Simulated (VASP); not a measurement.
# Cr: single point with PBE

The system is Cr.

```
Cr
1.0
    -1.42432    1.42432    1.42432
     1.42432   -1.42432    1.42432
     1.42432    1.42432   -1.42432
Cr
1
Cartesian
  0.0000 0.0000 0.0000
```

```
Program             : VASP 6.6.1
Task                : single point
Functional          : PBE
Potentials or basis : VASP PAW PBE potentials, release 64 (Cr_pv)
Cutoff              : 500 eV
k mesh              : 15 × 15 × 15
Occupations         : fermi-dirac, width 0.1 eV
Spin                : no spin polarisation
```

```
Pressure               : -0.6 GPa
Band gap on the k mesh : zero (band 6 reaches 13.29 eV, above the bottom of band 7 at 10.06 eV)
```

Levels at points of the mesh, in eV from the Fermi level:
```tsv
k point	band 2	band 3	band 4	band 5	band 6	band 7	band 8	band 9	band 10	band 11
(0.00, 0.00, 0.00)	-42.71	-42.71	-7.85	-0.90	-0.90	-0.90	1.15	1.15	7.13	22.30
```

Wall time 7.4 s on 1 thread of Intel(R) Xeon(R) 6975P-C (Granite Rapids), on a shared host, peak memory 0.12 GiB.

Caveat: the run has no spin polarisation, though such a crystal can be magnetic. Spin polarisation is off, so any magnetic state and its effect on volume and gap are missing.
